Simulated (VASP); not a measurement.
# Cs (Fm-3m) in VASP: notebook, part 2 of 2

VASP 6.6.1. Earlier steps stand in the parts before.

## 4. Relaxation of cell and atoms, PBEsol, target pressure 15 GPa, at which the enthalpy is minimised

Contents of INCAR:

```
  PREC = Accurate
  ENCUT = 500
  EDIFF = 1E-7
  ISMEAR = 1
  SIGMA = 0.05
  LREAL = F
  LASPH = T
  NELM = 120
  ALGO = Normal
  ISIF = 3
  LWAVE = F
  LCHARG = F
  GGA = PS
  IBRION = 2
  NSW = 80
  EDIFFG = -0.02
  PSTRESS = 150.0
  GGA_COMPAT = F
  NELMIN = 4
```

Contents of KPOINTS:

```
regular mesh
0
Gamma
  4 4 4
```

Contents of POSCAR:

```
Cs
1.0
    0.0000000000      3.8200000000      3.8200000000
    3.8200000000      0.0000000000      3.8200000000
    3.8200000000      3.8200000000      0.0000000000
Cs
1
Direct
    0.0000000000      0.0000000000      0.0000000000
```

Potentials or basis: VASP PAW PBE potentials, release 64 (Cs_sv).

The run is started by

```sh
> cat potpaw_PBE.64/Cs_sv/POTCAR > POTCAR
> mpirun -np 1 vasp_std > vasp.out
```

OUTCAR:

```text
PREC = Accurate
   ENCUT = 500
   EDIFF = 1E-7
   ISMEAR = 1
   LREAL = F
   LASPH = T
   NELM = 120
   ISIF = 3
   GGA = PS
   IBRION = 2
   NSW = 80
   EDIFFG = -0.02
   PSTRESS = 150.0
   NELMIN = 4

 ion  position               nearest neighbor table
   1  0.000  0.000  0.000-

  LATTYP: Found a face centered cubic cell.
 ALAT       =     7.6400000000

  Lattice vectors:

 A1 = (   0.0000000000,   3.8200000000,   3.8200000000)
 A2 = (   3.8200000000,   0.0000000000,   3.8200000000)
 A3 = (   3.8200000000,   3.8200000000,   0.0000000000)

Analysis of symmetry for initial positions (statically):
=====================================================================
 Subroutine PRICEL returns:
 Original cell was already a primitive cell.

[... 160 lines left out ...]
  in kB       -0.4304367     -0.4304367     -0.4304367     -0.0000000      0.0000000      0.0000000
  external PRESSURE =    -150.4304367 kB  Pullay stress =     150.0000000 kB
[... 277 lines left out ...]
 k-point     8 :      -0.2500    0.5000    0.2500
  band No.  band energies     occupation
      1     -20.6259      2.00000
      2      -7.8517      2.00000
      3      -7.8517      2.00000
      4      -7.5078      2.00000
      5       3.3319     -0.00000
      6       4.7102      0.00000
      7       4.7102      0.00000
      8       6.2427      0.00000

[... ionic steps 4 to 8 ...]

--------------------------------------- Ionic step        9  -------------------------------------------

 number of electron       9.0000000 magnetization

------------------------ aborting loop because EDIFF is reached ----------------------------------------
[... 69 lines left out ...]
--------------------------------------- Ionic step       11  -------------------------------------------

 number of electron       9.0000000 magnetization

 Free energy of the ion-electron system (eV)
  ---------------------------------------------------
  ext. energy  EPLUGINS =         0.00000000
  ---------------------------------------------------
  free energy    TOTEN  =         0.39031797 eV

  energy without entropy =        0.39009908  energy(sigma->0) =        0.39024500

 E-fermi :   6.6704     XC(G=0): -10.8594

 val. band max:        6.5792671405   @ k =   0.5000   0.2500   0.0000
 cond. band min:       6.6752536402   @ k =   0.5000   0.0000   0.0000
 fundamental gap:      0.0959864996
 Fermi energy:         6.6704219770
[... 118 lines left out ...]
  energy  without entropy=        0.3900990766  energy(sigma->0) =        0.39024500

  enthalpy is  TOTEN    =         3.0001487089 eV   P V=        2.6098307407

 reached required accuracy - stopping structural energy minimisation
```

OSZICAR:

```text
N       E                     dE             d eps       ncg     rms          rms(c)
DAV:   1     0.589076821401E+02    0.58908E+02   -0.29534E+03   128   0.777E+02
DAV:   2     0.551393008982E+01   -0.53394E+02   -0.53298E+02   168   0.127E+02
DAV:   3    -0.832094567196E+00   -0.63460E+01   -0.63455E+01   136   0.513E+01
DAV:   4    -0.909084539224E+00   -0.76990E-01   -0.76996E-01   192   0.727E+00
[... 98 lines left out ...]
       N       E                     dE             d eps       ncg     rms          rms(c)
DAV:   1     0.390317959614E+00    0.34088E-04   -0.20654E-07    64   0.310E-03    0.395E-04
DAV:   2     0.390317972784E+00    0.13170E-07   -0.13464E-08    64   0.928E-04    0.197E-04
DAV:   3     0.390317973798E+00    0.10139E-08   -0.92694E-09    64   0.654E-04    0.325E-05
DAV:   4     0.390317968163E+00   -0.56345E-08   -0.24969E-10    64   0.164E-04
  11 F= 0.30001487E+01 E0= 0.30000757E+01  d E =-.196965E-05
```

CONTCAR:

```text
Cs
   1.00000000000000
    -0.0000000000000001    2.4065814047613858    2.4065814047613867
     2.4065814047613863   -0.0000000000000003    2.4065814047613867
     2.4065814047613863    2.4065814047613858   -0.0000000000000001
  Cs
     1
Direct
     0.0000000000000000    0.0000000000000000    0.0000000000000000

  0.00000000E+00  0.00000000E+00  0.00000000E+00
```

It took 65 s on 1 thread of Intel Xeon Platinum 8488C (Sapphire Rapids), shared host; peak memory 0.27 GiB.

Results:

| Quantity | Value |
| --- | --- |
| Free energy | 0.3903 eV |
| Relaxed volume | 27.88 Å³/atom |
| Relaxed cell | a = 3.403 Å, b = 3.403 Å, c = 3.403 Å, α = 60.00°, β = 60.00°, γ = 60.00° |
| Space group after relaxing (to 0.1 Å) | Fm-3m (No. 225) |
| Energy change on relaxing (the run minimises the enthalpy) | +1300.0 meV/atom |
| Ionic steps | 11 |
| Pressure after relaxing | 15.1 GPa |
| Band gap on the k mesh | zero (an odd number of electrons rules out a gap without spin polarisation) |

The path:
| step | energy change (eV) | largest force (eV/Å) | pressure (GPa) | volume (Å³) |
| --- | --- | --- | --- | --- |
| 1 | 0.0000 | 0.0000 | -0.04 | 111.49 |
| 2 | 9.4812 | 0.0000 | 318.61 | 13.52 |
| 3 | 0.1697 | 0.0000 | 1.99 | 69.33 |
| 4 | 0.3590 | 0.0000 | 2.64 | 54.75 |
| 5 | 1.4035 | 0.0000 | 17.89 | 26.85 |
| 6 | 1.1991 | 0.0000 | 11.98 | 29.13 |
| 7 | 1.2979 | 0.0000 | 14.28 | 27.90 |
| 8 | 1.2984 | 0.0000 | 14.30 | 27.89 |
| 9 | 1.2999 | 0.0000 | 14.37 | 27.88 |
| 10 | 1.2999 | 0.0000 | 14.37 | 27.88 |
| 11 | 1.3000 | 0.0000 | 15.10 | 27.88 |

Final structure:
```
Cs
1.0
     0.00000    2.40658    2.40658
     2.40658    0.00000    2.40658
     2.40658    2.40658    0.00000
Cs
1
Direct
  0.00000 0.00000 0.00000
```

Caveat: the cell is relaxed towards a set pressure, so the run minimises the enthalpy, not the energy; the volume moved by over 15 % at a fixed basis, so the end points are rough; the PAW data sets were made with another functional, which shifts forces and pressure a little; spin-orbit coupling is left out, which moves the levels of the heavy elements.

## 5. Summary

```csv
task,cell,gap on the mesh (eV),pressure (GPa)
single point,as given,none,0.0
relaxation of cell and atoms,relaxed,none,0.0
relaxation of cell and atoms,relaxed to 15 GPa,none,15.1
```

Alike in all rows: level PBEsol; potentials or basis VASP PAW PBE potentials, release 64 (Cs_sv); no spin polarisation; k mesh 4 × 4 × 4; cutoff (eV) 500; smearing methfessel-paxton 0.05 eV.

Caveats: the PAW data sets were made with another functional, which shifts forces and pressure a little; spin-orbit coupling is left out, which moves the levels of the heavy elements; the cell is relaxed towards a set pressure, so the run minimises the enthalpy, not the energy (at least some runs); the volume moved by over 15 % at a fixed basis, so the end points are rough (at least some runs).

Absolute energies hang on the potentials; compare differences alone.
